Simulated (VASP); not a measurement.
Here is a VASP 6.6.1 calculation.

Contents of INCAR:

```
SYSTEM = Ti
PREC     = Accurate       ! precision mode
ENCUT    = 520            ! plane-wave cutoff, eV
EDIFF    = 1E-6           ! SCF threshold, eV
ISMEAR   = 0              ! smearing method
SIGMA    = 0.15           ! smearing width, eV
LREAL    = .FALSE.        ! projectors in reciprocal space
LASPH    = .TRUE.         ! aspherical terms in the spheres
NELM     = 60             ! most SCF steps
ALGO     = Fast           ! electronic algorithm
ISIF     = 2              ! what is computed and relaxed
LWAVE    = .FALSE.        ! write WAVECAR
LCHARG   = .FALSE.        ! write CHGCAR
GGA      = PS             ! functional
NBANDS   = 12             ! bands
```

Contents of KPOINTS:

```
Automatic mesh
0
G
  22 22 22
  0 0 0
```

The input POSCAR:

```
Ti
1.0
   -1.4893878468      1.4893878468      1.8636710127
    1.4893878468     -1.4893878468      1.8636710127
    1.4893878468      1.4893878468     -1.8636710127
Ti
1
Direct
    0.0000000000      0.0000000000      0.0000000000
```

Potentials or basis: VASP PAW PBE potentials, release 64 (Ti_sv).

Command:

```sh
$ cat potpaw_PBE.64/Ti_sv/POTCAR > POTCAR
$ mpirun -np 1 vasp_std > vasp.out
```

Task: What does it give for the band gap on the k mesh?

Result: Zero (band 6 reaches 9.44 eV, above the bottom of band 7 at 7.95 eV).

Task: What does it give for the pressure?

Result: 0.6 GPa.

Stress tensor (GPa, compression positive):
```
-0.46  0.00  0.00
 0.00 -0.46  0.00
 0.00  0.00  2.66
```

Caveat: the PAW data sets were made with another functional, which shifts forces and pressure a little.
